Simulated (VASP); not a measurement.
A run of VASP 6.6.1 is set up as follows.

The input INCAR:

```
SYSTEM = C
PREC = Accurate
ENCUT = 520
EDIFF = 1E-6
ISMEAR = -1
SIGMA = 0.1
LREAL = .FALSE.
LASPH = .TRUE.
NELM = 120
ALGO = Normal
ISIF = 2
LWAVE = .FALSE.
LCHARG = .FALSE.
GGA = PE
NBANDS = 11
GGA_COMPAT = .FALSE.
NELMDL = -8
```

Contents of KPOINTS:

```
Automatic mesh
0
G
  9 9 1
  0 0 0
```

The input POSCAR:

```
C
1.0
    2.4600000000      0.0000000000      0.0000000000
   -1.2300000000      2.1304220000      0.0000000000
    0.0000000000      0.0000000000     14.0000000000
C
2
Direct
    0.3333330000      0.6666670000      0.5000000000
    0.6666670000      0.3333330000      0.5000000000
```

Potentials or basis: VASP PAW PBE potentials, release 64 (C).

Command:

```sh
$ cat potpaw_PBE.64/C/POTCAR > POTCAR
$ mpirun -np 1 vasp_std > vasp.out
```

Question: What does it give for the band gap on the k mesh?

Answer: Zero (filled and empty bands touch).
